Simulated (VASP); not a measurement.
Set up this calculation in VASP 6.6.1, as the native input.

* Task: single point
* Functional: LDA
* Potentials or basis: VASP PAW LDA potentials, release 64 (C, Be)
* Cutoff: 600 eV
* k mesh: 11 × 11 × 11
* Occupations: fermi-dirac, width 0.05 eV
* Spin: no spin polarisation
* Dipole correction: no
* Further INCAR settings: ALGO = Normal; EDIFF = 1e-06; NBANDS = 11

The structure of Be2C lies in POSCAR:

```
Be2C
1.0
    0.0000000000      2.1504693608      2.1504693608
    2.1504693608      0.0000000000      2.1504693608
    2.1504693608      2.1504693608      0.0000000000
C Be
1 2
Direct
    0.0000000000      0.0000000000      0.0000000000
    0.7500000000      0.7500000000      0.7500000000
    0.2500000000      0.2500000000      0.2500000000
```

This cell differs from its parent crystal: volume scaled by 0.98.

The input as run:

INCAR

```
SYSTEM = Be2C
PREC = Accurate
ENCUT = 600
EDIFF = 1E-6
ISMEAR = -1
SIGMA = 0.05
LREAL = .False.
LASPH = .True.
NELM = 120
ALGO = Normal
ISIF = 2
LWAVE = .False.
LCHARG = .False.
NBANDS = 11
GGA_COMPAT = .False.
```

KPOINTS

```
Automatic mesh
0
Gamma
  11 11 11
  0 0 0
```

Potentials or basis: VASP PAW LDA potentials, release 64 (C, Be).

Command:

```sh
$ cat potpaw_LDA.64/C/POTCAR potpaw_LDA.64/Be/POTCAR > POTCAR
$ mpirun -np 1 vasp_std > vasp.out
```

It gave:

```json
{
 "Pressure": "-4.3 GPa",
 "Band gap on the k mesh": "1.28 eV, indirect (least direct gap 4.06 eV)"
}
```

Run time: 3.5 s on 1 thread of Intel(R) Xeon(R) 6975P-C (Granite Rapids), with other jobs on the host, peak memory 0.12 GiB.
